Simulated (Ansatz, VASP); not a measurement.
# One calculation of Si, two programs

```xyz
10
Lattice="3.8198 0.0000 0.0000 -1.9099 3.3080 0.0000 0.0000 0.0000 28.2550" Properties=species:S:1:pos:R:3 pbc="T T T"
Si    0.0000    2.2053    7.6664
Si    0.0000    0.0000    8.2782
Si    0.0000    0.0000   10.6340
Si    1.9099    1.1027   11.3937
Si    1.9099    1.1027   13.7392
Si    0.0000    2.2053   14.5158
Si    0.0000    2.2053   16.8613
Si    0.0000    0.0000   17.6210
Si    0.0000    0.0000   19.9768
Si    1.9099    1.1027   20.5886
```

Alike in both runs: functional LDA; k mesh 9 × 9 × 1; occupations gaussian, width 0.05 eV; no spin polarisation.

Ansatz relaxed the structure, and its values are those at the end. VASP's run is a single point on that final structure, the one shown.

```csv
,VASP,Ansatz
version,VASP 6.6.1,Ansatz 0.2.0
potentials or method,"VASP PAW LDA potentials, release 64 (Si), cutoff 520 eV","scalar-relativistic, plane waves, PAW"
valence electrons in the cell,40,40
```

Ansatz gave:

```
gap on the k mesh at the Fermi level (eV)  : none
rms of the force components (eV/Å)         : 0.004
work function, face that differs most (eV) : 4.74
```

Task: Which values does VASP return?

Result: gap on the k mesh at the Fermi level (eV): none; rms of the force components (eV/Å): 0.005; work function, face that differs most (eV): 4.75.

LDA's correlation is that of Perdew and Zunger in VASP and of Perdew and Wang (1992) in Ansatz. A gap of «none» marks a metal or a gap that the smearing closes. Ansatz's warnings: xc potential rough in thin density.
